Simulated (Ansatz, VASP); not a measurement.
**Zr: VASP beside Ansatz**

```xyz
1
Lattice="-1.8160 1.8160 1.8160 1.8160 -1.8160 1.8160 1.8160 1.8160 -1.8160" Properties=species:S:1:pos:R:3 pbc="T T T"
Zr    0.0000    0.0000    0.0000
```

Change from the starting cell: volume scaled by 1.01.

Alike in both runs: task single point; functional PBE; k mesh 14 × 14 × 14; occupations fermi-dirac, width 0.08 eV; no spin polarisation.

```csv
,VASP,Ansatz
version,VASP 6.6.1,Ansatz 0.2.0
potentials or method,"VASP PAW PBE potentials, release 64 (Zr_sv), cutoff 520 eV","all-electron LAPW, scalar-relativistic"
```

```tsv
	VASP	Ansatz	Ansatz less VASP
pressure (GPa)	-3.8	-3.8	0.00
```

Ansatz ran all-electron here, and VASP with PAW potentials.
